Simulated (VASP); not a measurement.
A run of VASP 6.6.1 is set up as follows.

File INCAR:

```
SYSTEM = PbO
ALGO = Normal
EDIFF = 1E-6
ENCUT = 520
GGA = PE
ISIF = 2
ISMEAR = 0
LASPH = .True.
LCHARG = .False.
LREAL = .False.
LWAVE = .False.
NBANDS = 28
NELM = 100
PREC = Accurate
SIGMA = 0.05
```

The input KPOINTS:

```
k-points
0
Gamma
  8 8 6
  0 0 0
```

Contents of POSCAR:

```
PbO
1.0
    4.0737600000      0.0000000000      0.0000000000
    0.0000000000      4.0737600000      0.0000000000
    0.0000000000      0.0000000000      4.8964500000
Pb O
2 2
Direct
    0.0000000000      0.5000000000      0.2351000000
    0.5000000000      0.0000000000      0.7649000000
    0.0000000000      0.0000000000      0.0000000000
    0.5000000000      0.5000000000      0.0000000000
```

Potentials or basis: VASP PAW PBE potentials, release 64 (Pb_d, O).

Command:

```bash
$ cat potpaw_PBE.64/Pb_d/POTCAR potpaw_PBE.64/O/POTCAR > POTCAR
$ mpirun -np 1 vasp_std > vasp.out
```

Q: Predict the pressure.

A: 2.3 GPa.

Q: Estimate the largest force.

A: 0.314 eV/Å.

Q: What does it give for the band gap on the k mesh?

A: 1.40 eV, indirect (least direct gap 2.17 eV).

Forces in eV/Å, atoms in the order of the input:
```
Pb   0.000  0.000  0.314
Pb   0.000  0.000 -0.314
O    0.000  0.000  0.000
O    0.000  0.000  0.000
```

Caveat: the cell differs from its parent crystal (strain +0.025 along x and y, -0.025 along z); spin-orbit coupling is left out, which moves the levels of the heavy elements. A k mesh can miss the band edges.
